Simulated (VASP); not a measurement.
A run of VASP 6.6.1 is set up as follows.

INCAR

```
PREC = Accurate ; ENCUT = 520
EDIFF = 1E-6 ; ISMEAR = 0
SIGMA = 0.15 ; LREAL = False
LASPH = True ; NELM = 100
ALGO = Fast ; ISIF = 2
LWAVE = False ; LCHARG = False
GGA = PS ; NBANDS = 12
```

KPOINTS

```
Automatic mesh
0
Gamma
  20 20 20
```

POSCAR

```
Ag
1.0
    0.0000000000      2.2729487500      2.0431000000
    2.2729487500      0.0000000000      2.0431000000
    2.2729487500      2.2729487500      0.0000000000
Ag
1
Direct
    0.0000000000      0.0000000000      0.0000000000
```

Potentials or basis: VASP PAW PBE potentials, release 64 (Ag).

Run with:

```sh
$ cat potpaw_PBE.64/Ag/POTCAR > POTCAR
$ mpirun -np 1 vasp_std > vasp.out
```

Problem. Predict the pressure.

Solution. -14.0 GPa.

Problem. Estimate the band gap on the k mesh.

Solution. Zero (an odd number of electrons rules out a gap without spin polarisation).

Stress tensor (GPa, compression positive):
```
-14.36   0.00   0.00
  0.00 -14.36   0.00
  0.00   0.00 -13.36
```

Caveat: the cell differs from its parent crystal (strain +0.1125 x Voigt [1, 1, 0, 0, 0, 0]); the cell stands under tension; the PAW data sets were made with another functional, which shifts forces and pressure a little.
